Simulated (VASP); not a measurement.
# Os (Fm-3m) in VASP: notebook

Runs on Os. Level: LDA. Tasks: relaxation of cell and atoms.

All numbers are computed with VASP 6.6.1; they aren't measurements. Logs are shortened: lines on timing, memory, paths and dates and some standing lists are left out, and cuts for length are marked.

### Step 1. The cell of the first run

The structure is cubic, space group Fm-3m (No. 225). The conventional cell has a = 3.820 Å, b = 3.820 Å, c = 3.820 Å, α = 90.00°, β = 90.00°, γ = 90.00°. Os (site symmetry m-3m) has 12 Os at 2.70 Å within 3.6 Å.

This isn't the form of Os at room conditions, which is hcp.

### Step 2. Relaxation of cell and atoms, LDA, target pressure 20 GPa, at which the enthalpy is minimised

Input file INCAR:

```
SYSTEM = Os
PREC     = Accurate       ! precision mode
ENCUT    = 600            ! plane-wave cutoff, eV
EDIFF    = 1E-7           ! SCF threshold, eV
ISMEAR   = 0              ! smearing method
SIGMA    = 0.05           ! smearing width, eV
LREAL    = .False.        ! projectors in reciprocal space
LASPH    = .True.         ! aspherical terms in the spheres
NELM     = 120            ! most SCF steps
ALGO     = Normal         ! electronic algorithm
ISIF     = 3              ! what is computed and relaxed
LWAVE    = .False.        ! write WAVECAR
LCHARG   = .False.        ! write CHGCAR
IBRION   = 2              ! ionic algorithm
NSW      = 60             ! ionic steps
EDIFFG   = -0.01          ! ionic threshold
PSTRESS  = 200.0        
GGA_COMPAT= .False.      
NELMIN   = 4
```

Input file KPOINTS:

```
regular mesh
0
Gamma
  21 21 21
  0 0 0
```

Input file POSCAR:

```
Os
1.0
    0.0000000000      1.9100000000      1.9100000000
    1.9100000000      0.0000000000      1.9100000000
    1.9100000000      1.9100000000      0.0000000000
Os
1
Direct
    0.0000000000      0.0000000000      0.0000000000
```

Potentials or basis: VASP PAW LDA potentials, release 64 (Os).

Launch:

```
cat potpaw_LDA.64/Os/POTCAR > POTCAR
mpirun -np 1 vasp_std > vasp.out
```

OUTCAR:

```text
SYSTEM = Os
   PREC = Accurate
   ENCUT = 600
   EDIFF = 1E-7
   ISMEAR = 0
   LREAL = .False.
   LASPH = .True.
   NELM = 120
   ISIF = 3
   IBRION = 2
   NSW = 60
   EDIFFG = -0.01
   PSTRESS = 200.0
   NELMIN = 4

 ion  position               nearest neighbor table
   1  0.000  0.000  0.000-

  LATTYP: Found a face centered cubic cell.
 ALAT       =     3.8200000000

  Lattice vectors:

 A1 = (   0.0000000000,   1.9100000000,   1.9100000000)
 A2 = (   1.9100000000,   0.0000000000,   1.9100000000)
 A3 = (   1.9100000000,   1.9100000000,   0.0000000000)

Analysis of symmetry for initial positions (statically):
=====================================================================
 Subroutine PRICEL returns:
 Original cell was already a primitive cell.

 Routine SETGRP: Setting up the symmetry group for a
 face centered cubic supercell.

 Subroutine GETGRP returns: Found 48 space group operations
 (whereof 48 operations were pure point group operations)
 out of a pool of 48 trial point group operations.

The static configuration has the point symmetry O_h .

Analysis of symmetry for dynamics (positions and initial velocities):
=====================================================================
 Subroutine PRICEL returns:
 Original cell was already a primitive cell.

 Routine SETGRP: Setting up the symmetry group for a
 face centered cubic supercell.

 Subroutine GETGRP returns: Found 48 space group operations
 (whereof 48 operations were pure point group operations)
 out of a pool of 48 trial point group operations.

The dynamic configuration has the point symmetry O_h .

 Subroutine INISYM returns: Found 48 space group operations
 (whereof 48 operations are pure point group operations),
 and found     1 'primitive' translations

----------------------------------------------------------------------------------------

                                     Primitive cell

  volume of cell :      13.9357

  direct lattice vectors                    reciprocal lattice vectors
     0.000000000  1.910000000  1.910000000    -0.261780105  0.261780105  0.261780105
     1.910000000  0.000000000  1.910000000     0.261780105 -0.261780105  0.261780105
     1.910000000  1.910000000  0.000000000     0.261780105  0.261780105 -0.261780105

  length of vectors
     2.701147904  2.701147904  2.701147904     0.453416442  0.453416442  0.453416442

  position of ions in fractional coordinates (direct lattice)
     0.000000000  0.000000000  0.000000000

  ion indices of the primitive-cell ions
   primitive index   ion index
                 1           1

----------------------------------------------------------------------------------------

 KPOINTS: regular mesh

Automatic generation of k-mesh.
 Grid dimensions read from file:
 generate k-points for:   21   21   21

 Generating k-lattice:

  Cartesian coordinates                     Fractional coordinates (reciprocal lattice)
    -0.012465719  0.012465719  0.012465719     0.047619048  0.000000000  0.000000000
     0.012465719 -0.012465719  0.012465719     0.000000000  0.047619048  0.000000000
     0.012465719  0.012465719 -0.012465719     0.000000000  0.000000000  0.047619048

  Length of vectors
     0.021591259  0.021591259  0.021591259

  Shift w.r.t. Gamma in fractional coordinates (k-lattice)
     0.000000000  0.000000000  0.000000000

 Subroutine IBZKPT returns following result:
 ===========================================

 Found    286 irreducible k-points:

 Following reciprocal coordinates:
            Coordinates               Weight
  0.000000  0.000000  0.000000      1.000000
  0.047619  0.000000  0.000000      8.000000
  0.095238  0.000000  0.000000      8.000000
  0.142857  0.000000  0.000000      8.000000
  0.190476  0.000000  0.000000      8.000000
  0.238095  0.000000  0.000000      8.000000
[... 16 lines left out ...]
 -0.428571  0.047619  0.000000     24.000000
 -0.380952  0.047619  0.000000     24.000000
 [... further k-points ...]
   k-points           NKPTS =    286   k-points in BZ     NKDIM =    286   number of bands    NBANDS=      8
   number of dos      NEDOS =    301   number of ions     NIONS =      1
   total plane-waves  NPLWV =  13824
   dimension x,y,z NGX =    24 NGY =   24 NGZ =   24
   dimension x,y,z NGXF=    48 NGYF=   48 NGZF=   48
   ions per type =               1
   NGX,Y,Z   is equivalent  to a cutoff of  14.77, 14.77, 14.77 a.u.
   NGXF,Y,Z  is equivalent  to a cutoff of  29.54, 29.54, 29.54 a.u.
 SYSTEM =  Os
   PREC   = accura    normal or accurate (medium, high low for compatibility)
   ISTART =      0    job   : 0-new  1-cont  2-samecut
   ICHARG =      2    charge: 1-file 2-atom 10-const
   ISPIN  =      1    spin polarized calculation?
   LNONCOLLINEAR =      F non collinear calculations
   LSORBIT =      F    spin-orbit coupling
   LASPH  =      T    aspherical Exc in radial PAW
   ENCUT  =  600.0 eV  44.10 Ry    6.64 a.u.   5.39  5.39  5.39*2*pi/ulx,y,z
   NELM   =    120;   NELMIN=  4; NELMDL= -5     # of ELM steps
   EDIFF  = 0.1E-06   stopping-criterion for ELM
   LREAL  =      F    real-space projection
   EDIFFG = -.1E-01   stopping-criterion for IOM
   NSW    =     60    number of steps for IOM
   IBRION =      2    ionic relax: 0-MD 1-quasi-New 2-CG
   NFREE  =      1    steps in history (QN), initial steepest desc. (CG)
   ISIF   =      3    stress and relaxation
   ISYM   =      2    0-nonsym 1-usesym 2-fastsym
   POTIM  = 0.5000    time-step for ionic-motion
   TEBEG  =    0.0;   TEEND  =   0.0 temperature during run
   PSTRESS=  200.0 pullay stress
   NELECT =       8.0000    total number of electrons
   NUPDOWN=      -1.0000    fix difference up-down
   EMIN   =  10.00;   EMAX   =-10.00  energy-range for DOS
   EFERMI =   0.00;   METHOD = LEGACY
   ISMEAR =     0;   SIGMA  =   0.05  broadening in eV -4-tet -1-fermi 0-gaus
   EFERMI_NEDOS =   21; number of points for ismear=-14 and -15
   IALGO  =     38    algorithm
   IMIX   =      4    mixing-type and parameters
     AMIX     =   0.40;   BMIX     =  1.00
     AMIX_MAG =   1.60;   BMIX_MAG =  1.00
  volume/ion in A,a.u.               =      13.94        94.04
  Fermi-wavevector in a.u.,A,eV,Ry     =   1.360593  2.571147 25.187274  1.851212
  Thomas-Fermi vector in A             =   2.487242
   LORBIT       =      0    0 simple, 1 ext, 2 COOP (PROOUT), +10 PAW based schemes
   GGA     = CA    functional components
   LHFCALC =     F    Hartree Fock is set to
   AEXX    =    0.0000 exact exchange contribution
   IVDW    =     0    specifies the selected vdW correction
   LEPSILON=     F    determine dielectric tensor
   LRPA    =     F    only Hartree local field effects (RPA)
 conjugate gradient relaxation of ions
 non-spin polarized calculation
 Gauss-broadening in eV      SIGMA  =   0.05
  energy-cutoff  :      600.00
  volume of cell :       13.94
 maximum number of plane-waves:       483
 NGX is ok and might be reduce to    24
   NGX = 11   NGY = 11   NGZ = 11

--------------------------------------- Ionic step        1  -------------------------------------------

 number of electron       8.0000000 magnetization

 Free energy of the ion-electron system (eV)
  ---------------------------------------------------
  ext. energy  EPLUGINS =         0.00000000
  ---------------------------------------------------
  free energy    TOTEN  =       -12.51034697 eV

  energy without entropy =      -12.50937409  energy(sigma->0) =      -12.50986053

------------------------ aborting loop because EDIFF is reached ----------------------------------------

  FORCE on cell =-STRESS in cart. coord.  units (eV):
  Direction    XX          YY          ZZ          XY          YZ          ZX
  --------------------------------------------------------------------------------------
  -------------------------------------------------------------------------------------
  Total       -0.4187027     -0.4187027     -0.4187027     -0.0000000      0.0000000     -0.0000000
  in kB      -48.1377997    -48.1377997    -48.1377997     -0.0000000      0.0000000     -0.0000000
  external PRESSURE =    -248.1377997 kB  Pullay stress =     200.0000000 kB
[... 59 lines left out ...]
  enthalpy is  TOTEN    =        -8.6333309609 eV   P V=        1.2508226328

--------------------------------------- Ionic step        3  -------------------------------------------

 number of electron       8.0000000 magnetization

 E-fermi :   9.9919     XC(G=0): -14.4526

 val. band max:        9.9762915817   @ k =  -0.4762   0.3333   0.1429
 cond. band min:       9.9919187380   @ k =   0.3333   0.2857   0.0476
 fundamental gap:      0.0156271562
 Fermi energy:         9.9919053016

 k-point     1 :       0.0000    0.0000    0.0000
  band No.  band energies     occupation
      1      -1.1553      2.00000
      2       6.7868      2.00000
      3       6.7868      2.00000
      4       6.7868      2.00000
      5      10.0851      0.00838
      6      10.0851      0.00838
      7      24.3152      0.00000
      8      30.3819      0.00000
[... 324 lines left out ...]
  enthalpy is  TOTEN    =       -10.8275904249 eV   P V=        1.6558893822

--------------------------------------- Ionic step        5  -------------------------------------------

 number of electron       8.0000000 magnetization

 Free energy of the ion-electron system (eV)
  ---------------------------------------------------
  ext. energy  EPLUGINS =         0.00000000
  ---------------------------------------------------
  free energy    TOTEN  =       -12.47976556 eV

  energy without entropy =      -12.47892713  energy(sigma->0) =      -12.47934634

 E-fermi :  10.1050     XC(G=0): -14.4927

 val. band max:       10.0890260149   @ k =  -0.4762   0.3333   0.1429
 cond. band min:      10.1058436721   @ k =   0.3333   0.2857   0.0476
 fundamental gap:      0.0168176572
 Fermi energy:        10.1049820939

 k-point     1 :       0.0000    0.0000    0.0000
  band No.  band energies     occupation
      1      -1.1056      2.00000
      2       6.8662      2.00000
      3       6.8662      2.00000
      4       6.8662      2.00000
      5      10.2008      0.00674
      6      10.2008      0.00674
      7      24.4204      0.00000
      8      30.5311      0.00000
[... 281 lines left out ...]
  FREE ENERGIE OF THE ION-ELECTRON SYSTEM (eV)
  ---------------------------------------------------
  free  energy   TOTEN  =       -12.4797655593 eV

  energy  without entropy=      -12.4789271252  energy(sigma->0) =      -12.47934634

  enthalpy is  TOTEN    =       -10.8277084813 eV   P V=        1.6520570780

 reached required accuracy - stopping structural energy minimisation
```

It took 74 s on 1 thread of AMD EPYC 9R45 (Zen 5), shared host; peak memory 0.16 GiB.

Results:

```
Free energy                                                : -12.4798 eV
Relaxed volume                                             : 13.23 Å³/atom
Relaxed cell                                               : a = 2.655 Å, b = 2.655 Å, c = 2.655 Å, α = 60.00°, β = 60.00°, γ = 60.00°
Space group after relaxing (to 0.1 Å)                      : Fm-3m (No. 225)
Energy change on relaxing (the run minimises the enthalpy) : +30.6 meV/atom
Ionic steps                                                : 5
Pressure after relaxing                                    : 20.0 GPa
Band gap on the k mesh                                     : zero (bands 4 and 5 overlap by 4.49 eV)
```

Step by step:
```
step  energy change (eV)  largest force (eV/Å)  pressure (GPa)  volume (Å³)
   1              0.0000                0.0000           -4.81        13.94
   2              2.6262                0.0000          301.44        10.02
   3              0.0200                0.0000           16.26        13.33
   4              0.0269                0.0000           18.76        13.27
   5              0.0306                0.0000           20.01        13.23
```

Final structure:
```cif
data_structure
_symmetry_space_group_name_H-M 'P 1'
_symmetry_Int_Tables_number 1
_cell_length_a 2.6551
_cell_length_b 2.6551
_cell_length_c 2.6551
_cell_angle_alpha 60.000
_cell_angle_beta 60.000
_cell_angle_gamma 60.000
_cell_volume 13.23
loop_
_atom_site_label
_atom_site_type_symbol
_atom_site_fract_x
_atom_site_fract_y
_atom_site_fract_z
_atom_site_occupancy
Os1 Os 0.00000 0.00000 0.00000 1
```

Caveat: the cell is relaxed towards a set pressure, so the run minimises the enthalpy, not the energy; spin-orbit coupling is left out, which moves the levels of the heavy elements.

### Step 3. Relaxation of cell and atoms, LDA, target pressure 30 GPa, at which the enthalpy is minimised

Input file INCAR:

```
PREC = Accurate
ENCUT = 600
EDIFF = 1E-7
ISMEAR = 0
SIGMA = 0.05
LREAL = False
LASPH = True
NELM = 120
ALGO = Normal
ISIF = 3
LWAVE = False
LCHARG = False
IBRION = 2
NSW = 60
EDIFFG = -0.01
PSTRESS = 300.0
GGA_COMPAT = False
NELMIN = 4
```

Input file KPOINTS:

```
regular mesh
0
Gamma
  21 21 21
```

POSCAR is that of step 2.

Potentials or basis: VASP PAW LDA potentials, release 64 (Os).

Launch:

```
cat potpaw_LDA.64/Os/POTCAR > POTCAR
mpirun -np 1 vasp_std > vasp.out
```

Wall time 77 s (1 thread of AMD EPYC 9R45 (Zen 5), shared host); peak memory 0.16 GiB.

The run converged. Its results:

```
Free energy                                                : -12.4434 eV
Relaxed volume                                             : 13.00 Å³/atom
Relaxed cell                                               : a = 2.639 Å, b = 2.639 Å, c = 2.639 Å, α = 60.00°, β = 60.00°, γ = 60.00°
Space group after relaxing (to 0.1 Å)                      : Fm-3m (No. 225)
Energy change on relaxing (the run minimises the enthalpy) : +67.0 meV/atom
Ionic steps                                                : 5
Pressure after relaxing                                    : 30.0 GPa
Band gap on the k mesh                                     : zero (bands 4 and 5 overlap by 4.62 eV)
```

Step by step:
```tsv
step	energy change (eV)	largest force (eV/Å)	pressure (GPa)	volume (Å³)
1	0.0000	0.0000	-4.81	13.94
2	6.2786	0.0000	599.86	8.68
3	0.0368	0.0000	21.99	13.19
4	0.0531	0.0000	26.57	13.08
5	0.0670	0.0000	30.05	13.00
```

Final structure:
```
Os
1.0
     0.00000    1.86630    1.86630
     1.86630    0.00000    1.86630
     1.86630    1.86630    0.00000
Os
1
Direct
  0.00000 0.00000 0.00000
```

Levels at points of the mesh, in eV from the Fermi level:
```
           k point  band 1  band 2  band 3  band 4  band 5  band 6  band 7  band 8
(0.00, 0.00, 0.00)  -11.37   -3.33   -3.33   -3.33    0.10    0.10   14.29   20.52
```

Caveat: the cell is relaxed towards a set pressure, so the run minimises the enthalpy, not the energy; spin-orbit coupling is left out, which moves the levels of the heavy elements.
